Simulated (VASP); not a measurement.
# Mg3Zn2O3 (P4/nmm) in VASP: a series of runs

The runs below take Mg3Zn2O3 through single point, relaxation of cell and atoms, with PBE.

All numbers are computed with VASP 6.6.1; they aren't measurements. Logs are shortened: lines on timing, memory, paths and dates and some standing lists are left out, and cuts for length are marked.

### 1 The cell of the first run

The structure is tetragonal, space group P4/nmm (No. 129). The conventional cell has a = 2.982 Å, b = 2.982 Å, c = 20.560 Å, α = 90.00°, β = 90.00°, γ = 90.00°. Mg (site symmetry 4mm) has 6 O at 2.11 to 2.14 Å within 2.8 Å. Within 2.8 Å of Mg (site symmetry 4mm) lie 6 O at 2.11 to 2.14 Å. Within 2.8 Å of Mg (site symmetry 4mm) lie 5 O at 2.11 to 2.16 Å. Within 3.4 Å of Zn (site symmetry 4mm) lie 1 O at 2.45 Å and 9 Zn at 2.64 to 3.38 Å and 4 Mg at 3.22 Å. Zn (site symmetry 4mm) has 13 Zn at 2.64 to 3.38 Å within 3.5 Å. Within 2.8 Å of O (site symmetry 4mm) lie 6 Mg at 2.11 to 2.16 Å. Within 2.8 Å of O (site symmetry 4mm) lie 5 Mg at 2.11 to 2.14 Å and 1 Zn at 2.45 Å. O (site symmetry 4mm) has 6 Mg at 2.11 to 2.14 Å within 2.8 Å.

### 2 Single point, PBE

Contents of INCAR:

```
  PREC = Accurate
  ENCUT = 520
  EDIFF = 1E-7
  ISMEAR = 0
  SIGMA = 0.2
  LREAL = Auto
  LASPH = True
  NELM = 80
  ALGO = Normal
  ISIF = 2
  LWAVE = False
  LCHARG = True
  GGA = PE
  LELF = True
  LVHAR = True
  NBANDS = 62
```

Contents of KPOINTS:

```
Automatic mesh
0
Gamma
  5 5 1
```

Contents of POSCAR:

```
Mg3Zn2O3
1.0
    2.9823958900      0.0000000000      0.0000000000
    0.0000000000      2.9823958900      0.0000000000
    0.0000000000      0.0000000000     20.5596781471
Mg Zn O
6 4 6
Direct
    0.0000000000      0.5000000000      0.9479805681
    0.0000000000      0.5000000000      0.1558536591
    0.0000000000      0.5000000000      0.7388562750
    0.5000000000      0.0000000000      0.8441463409
    0.5000000000      0.0000000000      0.0520194319
    0.5000000000      0.0000000000      0.2611437250
    0.0000000000      0.5000000000      0.3794173850
    0.5000000000      0.0000000000      0.6205826150
    0.0000000000      0.5000000000      0.5436893794
    0.5000000000      0.0000000000      0.4563106206
    0.0000000000      0.5000000000      0.8438564666
    0.0000000000      0.5000000000      0.2600104558
    0.0000000000      0.5000000000      0.0519675344
    0.5000000000      0.0000000000      0.9480324656
    0.5000000000      0.0000000000      0.1561435334
    0.5000000000      0.0000000000      0.7399895442
```

Potentials or basis: VASP PAW PBE potentials, release 64 (Mg, Zn, O).

On the command line:

```console
$ cat potpaw_PBE.64/Mg/POTCAR potpaw_PBE.64/Zn/POTCAR potpaw_PBE.64/O/POTCAR > POTCAR
$ mpirun -np 1 vasp_std > vasp.out
```

OUTCAR:

```text
PREC = Accurate
   ENCUT = 520
   EDIFF = 1E-7
   ISMEAR = 0
   LREAL = Auto
   LASPH = True
   NELM = 80
   ISIF = 2
   GGA = PE

 ion  position               nearest neighbor table
   1  0.000  0.500  0.948-  14 2.11  14 2.11  14 2.11  14 2.11  13 2.14  11 2.14   4 3.00   4 3.00
                             4 3.00   4 3.00   5 3.00   5 3.00   5 3.00   5 3.00
   2  0.000  0.500  0.156-  15 2.11  15 2.11  15 2.11  15 2.11  13 2.14  12 2.14   5 3.00   5 3.00
                             5 3.00   5 3.00   6 3.02   6 3.02   6 3.02   6 3.02
   3  0.000  0.500  0.739-  16 2.11  16 2.11  16 2.11  16 2.11  11 2.16   4 3.02   4 3.02   4 3.02
                             4 3.02   8 3.22   8 3.22   8 3.22   8 3.22
   4  0.500  0.000  0.844-  11 2.11  11 2.11  11 2.11  11 2.11  14 2.14  16 2.14   1 3.00   1 3.00
                             1 3.00   1 3.00   3 3.02   3 3.02   3 3.02   3 3.02
   5  0.500  0.000  0.052-  13 2.11  13 2.11  13 2.11  13 2.11  14 2.14  15 2.14   2 3.00   2 3.00
                             2 3.00   2 3.00   1 3.00   1 3.00   1 3.00   1 3.00
   6  0.500  0.000  0.261-  12 2.11  12 2.11  12 2.11  12 2.11  15 2.16   2 3.02   2 3.02   2 3.02
                             2 3.02   7 3.22   7 3.22   7 3.22   7 3.22
   7  0.000  0.500  0.379-  12 2.45  10 2.64  10 2.64  10 2.64  10 2.64   6 3.22   6 3.22   6 3.22
                             6 3.22
   8  0.500  0.000  0.621-  16 2.45   9 2.64   9 2.64   9 2.64   9 2.64   3 3.22   3 3.22   3 3.22
                             3 3.22
   9  0.000  0.500  0.544-   8 2.64   8 2.64   8 2.64   8 2.64  10 2.77  10 2.77  10 2.77  10 2.77

  10  0.500  0.000  0.456-   7 2.64   7 2.64   7 2.64   7 2.64   9 2.77   9 2.77   9 2.77   9 2.77

  11  0.000  0.500  0.844-   4 2.11   4 2.11   4 2.11   4 2.11   1 2.14   3 2.16
  12  0.000  0.500  0.260-   6 2.11   6 2.11   6 2.11   6 2.11   2 2.14   7 2.45
  13  0.000  0.500  0.052-   5 2.11   5 2.11   5 2.11   5 2.11   2 2.14   1 2.14
  14  0.500  0.000  0.948-   1 2.11   1 2.11   1 2.11   1 2.11   4 2.14   5 2.14
  15  0.500  0.000  0.156-   2 2.11   2 2.11   2 2.11   2 2.11   5 2.14   6 2.16
  16  0.500  0.000  0.740-   3 2.11   3 2.11   3 2.11   3 2.11   4 2.14   8 2.45

  LATTYP: Found a simple tetragonal cell.
 ALAT       =     2.9823958900
 C/A-ratio  =     6.8936784067

  Lattice vectors:

 A1 = (   2.9823958900,   0.0000000000,   0.0000000000)
 A2 = (   0.0000000000,   2.9823958900,   0.0000000000)
 A3 = (   0.0000000000,   0.0000000000,  20.5596781471)

Analysis of symmetry for initial positions (statically):
=====================================================================
 Subroutine PRICEL returns:
 Original cell was already a primitive cell.

 Routine SETGRP: Setting up the symmetry group for a
 simple tetragonal supercell.

 Subroutine GETGRP returns: Found 16 space group operations
[... 138 lines left out ...]
   PSTRESS=    0.0 pullay stress
   NELECT =      96.0000    total number of electrons
   NUPDOWN=      -1.0000    fix difference up-down
   EMIN   =  10.00;   EMAX   =-10.00  energy-range for DOS
   EFERMI =   0.00;   METHOD = LEGACY
   ISMEAR =     0;   SIGMA  =   0.20  broadening in eV -4-tet -1-fermi 0-gaus
   EFERMI_NEDOS =   21; number of points for ismear=-14 and -15
   IALGO  =     38    algorithm
   IMIX   =      4    mixing-type and parameters
     AMIX     =   0.40;   BMIX     =  1.00
     AMIX_MAG =   1.60;   BMIX_MAG =  1.00
  volume/ion in A,a.u.               =      11.43        77.13
  Fermi-wavevector in a.u.,A,eV,Ry     =   1.320635  2.495639 23.729621  1.744078
  Thomas-Fermi vector in A             =   2.450447
   LORBIT       =      0    0 simple, 1 ext, 2 COOP (PROOUT), +10 PAW based schemes
   GGA     = PE    functional components
   LHFCALC =     F    Hartree Fock is set to
   AEXX    =    0.0000 exact exchange contribution
   IVDW    =     0    specifies the selected vdW correction
   LEPSILON=     F    determine dielectric tensor
   LRPA    =     F    only Hartree local field effects (RPA)
 non-spin polarized calculation
 Gauss-broadening in eV      SIGMA  =   0.20
  energy-cutoff  :      520.00
  volume of cell :      182.87
 maximum number of plane-waves:      4973
 NGX is ok and might be reduce to    24
   NGX = 11   NGY = 11   NGZ = 77

 number of electron      96.0000036 magnetization

 Free energy of the ion-electron system (eV)
  ---------------------------------------------------
  ext. energy  EPLUGINS =         0.00000000
  ---------------------------------------------------
  free energy    TOTEN  =       -74.40019358 eV

  energy without entropy =      -74.36524559  energy(sigma->0) =      -74.38271958

 E-fermi :   4.6032     XC(G=0): -10.9565

 val. band max:        4.4485308819   @ k =   0.4000   0.2000   0.0000
 cond. band min:       4.6880001138   @ k =   0.2000   0.0000   0.0000
 fundamental gap:      0.2394692319
 Fermi energy:         4.6031538212

 k-point     1 :       0.0000    0.0000    0.0000
  band No.  band energies     occupation
      1     -15.3538      2.00000
      2     -15.1385      2.00000
      3     -14.8544      2.00000
      4     -14.5223      2.00000
      5     -14.2130      2.00000
      6     -14.0262      2.00000
[... 367 lines left out ...]
     59      11.4045      0.00000
     60      11.4644      0.00000
 [bands above 60 left out]

------------------------ aborting loop because EDIFF is reached ----------------------------------------

  FORCE on cell =-STRESS in cart. coord.  units (eV):
  Direction    XX          YY          ZZ          XY          YZ          ZX
  --------------------------------------------------------------------------------------
  -------------------------------------------------------------------------------------
  Total       -0.5257236     -0.5257236     -0.1712484      0.0000000      0.0000000     -0.0000000
  in kB       -4.6059708     -4.6059708     -1.5003421      0.0000000      0.0000000     -0.0000000
  external PRESSURE =      -3.5707612 kB  Pullay stress =       0.0000000 kB

 VOLUME and BASIS-vectors are now :
 -----------------------------------------------------------------------------
  energy-cutoff  :      520.00
  volume of cell :      182.87
      direct lattice vectors                 reciprocal lattice vectors
     2.982395890  0.000000000  0.000000000     0.335300891  0.000000000  0.000000000
     0.000000000  2.982395890  0.000000000     0.000000000  0.335300891  0.000000000
     0.000000000  0.000000000 20.559678147     0.000000000  0.000000000  0.048638894

 POSITION                                       TOTAL-FORCE (eV/Angst)
 -----------------------------------------------------------------------------------
      0.00000      1.49120     19.49018         0.000000      0.000000      0.002673
      0.00000      1.49120      3.20430         0.000000      0.000000     -0.002523
      0.00000      1.49120     15.19065         0.000000      0.000000      0.016156
      1.49120      0.00000     17.35538         0.000000     -0.000000      0.002523
      1.49120      0.00000      1.06950         0.000000     -0.000000     -0.002673
      1.49120      0.00000      5.36903         0.000000     -0.000000     -0.016156
[... 8 lines left out ...]
      1.49120      0.00000      3.21026        -0.000000      0.000000     -0.001267
      1.49120      0.00000     15.21395         0.000000      0.000000      0.007763
 -----------------------------------------------------------------------------------
    total drift:                                0.000000      0.000000     -0.000000

  FREE ENERGIE OF THE ION-ELECTRON SYSTEM (eV)
  ---------------------------------------------------
  free  energy   TOTEN  =       -74.4001935784 eV

  energy  without entropy=      -74.3652455878  energy(sigma->0) =      -74.38271958
```

OSZICAR:

```text
N       E                     dE             d eps       ncg     rms          rms(c)
DAV:   1     0.991049442344E+03    0.99105E+03   -0.42501E+04   744   0.184E+03
DAV:   2     0.897795328454E+02   -0.90127E+03   -0.82559E+03   792   0.464E+02
DAV:   3    -0.763328127315E+02   -0.16611E+03   -0.16316E+03   834   0.191E+02
DAV:   4    -0.856691206853E+02   -0.93363E+01   -0.92769E+01   872   0.470E+01
DAV:   5    -0.858136401154E+02   -0.14452E+00   -0.14430E+00   860   0.612E+00    0.191E+01
DAV:   6    -0.741067253509E+02    0.11707E+02   -0.49849E+01  1064   0.409E+01    0.797E+00
DAV:   7    -0.744957431170E+02   -0.38902E+00   -0.78999E+00   890   0.169E+01    0.517E+00
DAV:   8    -0.744318318610E+02    0.63911E-01   -0.10952E+00   960   0.152E+01    0.210E+00
DAV:   9    -0.744045995328E+02    0.27232E-01   -0.22141E-01   970   0.568E+00    0.689E-01
DAV:  10    -0.743989870398E+02    0.56125E-02   -0.93642E-02   928   0.214E+00    0.182E-01
DAV:  11    -0.744002894293E+02   -0.13024E-02   -0.14624E-02   856   0.111E+00    0.170E-01
DAV:  12    -0.744002284854E+02    0.60944E-04   -0.26724E-03   932   0.143E+00    0.705E-02
DAV:  13    -0.744002003763E+02    0.28109E-04   -0.67314E-04  1074   0.482E-01    0.328E-02
DAV:  14    -0.744001929152E+02    0.74611E-05   -0.16857E-04  1114   0.141E-01    0.134E-02
DAV:  15    -0.744001910681E+02    0.18471E-05   -0.38030E-05  1064   0.130E-01    0.844E-03
DAV:  16    -0.744001934409E+02   -0.23728E-05   -0.41991E-05   978   0.430E-02    0.442E-03
DAV:  17    -0.744001935743E+02   -0.13341E-06   -0.73713E-06   882   0.404E-02    0.436E-03
DAV:  18    -0.744001935784E+02   -0.41218E-08   -0.91251E-07   866   0.211E-02
   1 F= -.74400194E+02 E0= -.74382720E+02  d E =-.349480E-01
```

stdout:

```text
POSCAR found type information on POSCAR MgZnO
 POSCAR found :  3 types and      16 ions
 scaLAPACK will be used
 LDA part: xc-table for (Slater+PW92), standard interpolation
 POSCAR, INCAR and KPOINTS ok, starting setup
 FFT: planning ... GRIDC
 FFT: planning ... GRID_SOFT
 FFT: planning ... GRID
 WAVECAR not read
 entering main loop
```

Wall time 3.2 min (1 thread of AMD EPYC 7R43 (Zen 3), shared host); peak memory 0.27 GiB.

What came out:

```
Free energy            : -74.4002 eV
Pressure               : -0.4 GPa
Largest force          : 0.019 eV/Å
Band gap on the k mesh : zero (bands 48 and 49 overlap by 1.51 eV)
```

Forces in eV/Å, atoms in the order of the input:
```
Mg   0.000  0.000  0.003
Mg   0.000  0.000 -0.003
Mg   0.000  0.000  0.016
Mg   0.000  0.000  0.003
Mg   0.000  0.000 -0.003
Mg   0.000  0.000 -0.016
Zn   0.000  0.000 -0.019
Zn   0.000  0.000  0.019
Zn   0.000  0.000 -0.005
Zn   0.000  0.000  0.005
O    0.000  0.000  0.001
O    0.000  0.000 -0.008
O    0.000  0.000  0.000
O    0.000  0.000  0.000
O    0.000  0.000 -0.001
O    0.000  0.000  0.008
```

Caveat: the k points lie up to 0.42 Å⁻¹ apart, too coarse for converged energies and pressures of a metal.

### 3 Relaxation of cell and atoms, PBE

This run uses another cell than the first one, of 11.52 Å³/atom.

Contents of INCAR:

```
PREC = Accurate
ENCUT = 600
EDIFF = 1E-6
ISMEAR = 0
SIGMA = 0.2
LREAL = Auto
LASPH = True
NELM = 60
ALGO = Normal
ISIF = 3
LWAVE = False
LCHARG = False
GGA = PE
IBRION = 2
NSW = 36
EDIFFG = -0.08
```

Contents of KPOINTS:

```
regular mesh
0
Gamma
  5 5 1
```

Contents of POSCAR:

```
Mg3Zn2O3
1.0
    3.0339576100      0.0000000000      0.0000000000
    0.0000000000      3.0339576100      0.0000000000
    0.0000000000      0.0000000000     20.0241202300
Mg Zn O
6 4 6
Direct
    0.0000000000      0.5000000000      0.9470000000
    0.0000000000      0.5000000000      0.1590000000
    0.0000000000      0.5000000000      0.7350000000
    0.5000000000      0.0000000000      0.8410000000
    0.5000000000      0.0000000000      0.0530000000
    0.5000000000      0.0000000000      0.2650000000
    0.0000000000      0.5000000000      0.3710000000
    0.5000000000      0.0000000000      0.6290000000
    0.0000000000      0.5000000000      0.5430000000
    0.5000000000      0.0000000000      0.4570000000
    0.0000000000      0.5000000000      0.8410000000
    0.0000000000      0.5000000000      0.2650000000
    0.0000000000      0.5000000000      0.0530000000
    0.5000000000      0.0000000000      0.9470000000
    0.5000000000      0.0000000000      0.1590000000
    0.5000000000      0.0000000000      0.7350000000
```

Potentials or basis: VASP PAW PBE potentials, release 64 (Mg, Zn, O).

On the command line:

```console
$ cat potpaw_PBE.64/Mg/POTCAR potpaw_PBE.64/Zn/POTCAR potpaw_PBE.64/O/POTCAR > POTCAR
$ mpirun -np 1 vasp_std > vasp.out
```

Run time: 21 min. Hardware: 1 thread of AMD EPYC 7R43 (Zen 3), shared host; peak memory 0.3 GiB.

The run converged. Its results:

* Free energy: -74.4145 eV
* Relaxed volume: 11.36 Å³/atom
* Relaxed cell: a = 2.980 Å, b = 2.980 Å, c = 20.467 Å, α = 90.00°, β = 90.00°, γ = 90.00°
* Space group after relaxing (to 0.1 Å): P4/nmm (No. 129)
* Energy gained by relaxing: 22.0 meV/atom
* Ionic steps: 10
* Pressure after relaxing: -0.1 GPa
* Largest force after relaxing: 0.050 eV/Å
* Band gap on the k mesh: zero (bands 48 and 49 overlap by 1.45 eV)

Forces in eV/Å, atoms in the order of the input:
```
Mg   0.000  0.000 -0.025
Mg   0.000  0.000 -0.012
Mg   0.000  0.000  0.027
Mg   0.000  0.000  0.012
Mg   0.000  0.000  0.025
Mg   0.000  0.000 -0.027
Zn   0.000  0.000 -0.044
Zn   0.000  0.000  0.044
Zn   0.000  0.000  0.001
Zn   0.000  0.000 -0.001
O    0.000  0.000  0.050
O    0.000  0.000 -0.026
O    0.000  0.000 -0.011
O    0.000  0.000  0.011
O    0.000  0.000 -0.050
O    0.000  0.000  0.026
```

Stress tensor (GPa, compression positive):
```
-0.24  0.00  0.00
 0.00 -0.24  0.00
 0.00  0.00  0.10
```

The path:
| step | energy change (eV) | largest force (eV/Å) | pressure (GPa) | volume (Å³) |
| --- | --- | --- | --- | --- |
| 1 | 0.0000 | 1.2045 | -2.09 | 184.32 |
| 2 | -0.2452 | 0.6022 | 0.12 | 180.31 |
| 3 | -0.2635 | 0.4181 | 1.12 | 178.91 |
| 4 | -0.3178 | 0.2541 | 0.33 | 180.31 |
| 5 | -0.3297 | 0.3229 | -0.15 | 181.36 |
| 6 | -0.3423 | 0.1192 | -0.11 | 181.50 |
| 7 | -0.3424 | 0.1219 | -0.11 | 181.51 |
| 8 | -0.3476 | 0.0944 | 0.09 | 181.30 |
| 9 | -0.3495 | 0.0860 | 0.31 | 181.07 |
| 10 | -0.3523 | 0.0496 | -0.13 | 181.80 |

Final structure:
```
Mg Zn O
1.0
     2.98031    0.00000    0.00000
     0.00000    2.98031    0.00000
     0.00000    0.00000   20.46748
Mg Zn O
6 4 6
Direct
  0.00000 0.50000 0.94771
  0.00000 0.50000 0.15689
  0.00000 0.50000 0.73729
  0.50000 0.00000 0.84311
  0.50000 0.00000 0.05229
  0.50000 0.00000 0.26271
  0.00000 0.50000 0.37991
  0.50000 0.00000 0.62009
  0.00000 0.50000 0.54359
  0.50000 0.00000 0.45641
  0.00000 0.50000 0.84273
  0.00000 0.50000 0.26142
  0.00000 0.50000 0.05232
  0.50000 0.00000 0.94768
  0.50000 0.00000 0.15727
  0.50000 0.00000 0.73858
```

Levels at points of the mesh, in eV from the Fermi level:
| k point | band 44 | band 45 | band 46 | band 47 | band 48 | band 49 | band 50 | band 51 |
| --- | --- | --- | --- | --- | --- | --- | --- | --- |
| (0.00, 0.00, 0.00) | -3.20 | -3.03 | -3.03 | -3.00 | -0.52 | 1.13 | 2.54 | 3.40 |

Caveat: the k points lie up to 0.42 Å⁻¹ apart in the final cell, too coarse for converged energies and pressures of a metal; the relaxation stopped at a loose force limit of 0.08 eV/Å, so its end isn't a converged minimum.
